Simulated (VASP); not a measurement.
## BeS: single point with PBE

BeS:

```
Be S
1.0
     0.00000    2.46766    2.43431
     2.43431    0.00000    2.43431
     2.43431    2.46766    0.00000
Be S
1 1
Cartesian
  0.0000 0.0000 0.0000
  1.2172 1.2338 1.2172
```

This cell differs from its parent crystal: uniaxial y strain +1.4%.

```
Program             : VASP 6.6.1
Task                : single point
Functional          : PBE
Potentials or basis : VASP PAW PBE potentials, release 64 (Be, S)
Cutoff              : 520 eV
k mesh              : 6 × 6 × 6
Occupations         : gaussian, width 0.01 eV
Spin                : no spin polarisation
```

```yaml
Pressure: -0.8 GPa
Band_gap_on_the_k_mesh: 3.11 eV, indirect (least direct gap 5.65 eV)
```

Stress tensor (GPa, compression positive):
```
-0.33  0.00  0.00
 0.00 -1.67  0.00
 0.00  0.00 -0.33
```

Levels at points of the mesh, in eV from the valence-band top:
```
           k point  band 2  band 3  band 4  band 5  band 6  band 7
(0.00, 0.00, 0.00)   -0.07    0.00    0.00    5.65    5.65    5.65
(0.50, 0.00, 0.00)   -5.65   -1.09   -0.96    5.35    6.50    6.60
(0.50, 0.50, 0.00)   -4.89   -2.63   -2.60    3.11    4.87   12.52
(0.50, 0.00, 0.50)   -4.98   -2.51   -2.51    3.21    5.00   12.55
```

It took 12 s on 1 thread of Intel(R) Xeon(R) Platinum 8259CL CPU @ 2.50GHz (Skylake/Cascade Lake) (shared host), peak memory 0.15 GiB.

Caveat: the cell differs from its parent crystal (uniaxial y strain +1.4%). A k mesh can miss the band edges.
